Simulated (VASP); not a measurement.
Set up this calculation in VASP 6.6.1, as the native input.

```
Task                   : single point
Functional             : PBE
Potentials or basis    : VASP PAW PBE potentials, release 64 (K_sv, Mg, F)
Cutoff                 : 520 eV
k mesh                 : 6 × 6 × 6
Occupations            : gaussian, width 0.05 eV
Spin                   : no spin polarisation
Dipole correction      : no
Further INCAR settings : ALGO = Normal; EDIFF = 1e-06; NBANDS = 24
```

The structure of KMgF3 lies in POSCAR:

```
KMgF3
1.0
    3.9859000000      0.0000000000      0.0000000000
    0.0000000000      3.9859000000      0.0000000000
    0.0000000000      0.0000000000      3.9859000000
K Mg F
1 1 3
Direct
    0.5000000000      0.5000000000      0.5000000000
    0.0000000000      0.0000000000      0.0000000000
    0.5000000000     -0.0221752547     -0.0221752547
    0.0000000000      0.4778247453     -0.0221752547
    0.0000000000     -0.0221752547      0.4778247453
```

This cell differs from its parent crystal: all F atoms moved +0.125 Å, as atom 3 towards its neighbour atom 1 (K) at 2.818 Å.

One way to write it, as run:

INCAR

```
PREC = Accurate
ENCUT = 520
EDIFF = 1E-6
ISMEAR = 0
SIGMA = 0.05
LREAL = F
LASPH = T
NELM = 60
ALGO = Normal
ISIF = 2
LWAVE = F
LCHARG = F
GGA = PE
NBANDS = 24
```

KPOINTS

```
regular mesh
0
Gamma
  6 6 6
```

Potentials or basis: VASP PAW PBE potentials, release 64 (K_sv, Mg, F).

The run is started by

```bash
$ cat potpaw_PBE.64/K_sv/POTCAR potpaw_PBE.64/Mg/POTCAR potpaw_PBE.64/F/POTCAR > POTCAR
$ mpirun -np 1 vasp_std > vasp.out
```

It gave:

| Property | Result |
| --- | --- |
| Pressure | 4.1 GPa |
| Largest force | 1.065 eV/Å |
| Band gap on the k mesh | 7.30 eV, indirect (least direct gap 7.62 eV) |

Caveat: the cell differs from its parent crystal (all F atoms moved +0.125 Å, as atom 3 towards its neighbour atom 1 (K) at 2.818 Å); forces of over 1 eV/Å act on the atoms, so gaps and moduli don't describe the material at rest.

Run time: 89 s on 1 thread of Intel Xeon 6975P-C (shared host), peak memory 0.22 GiB.
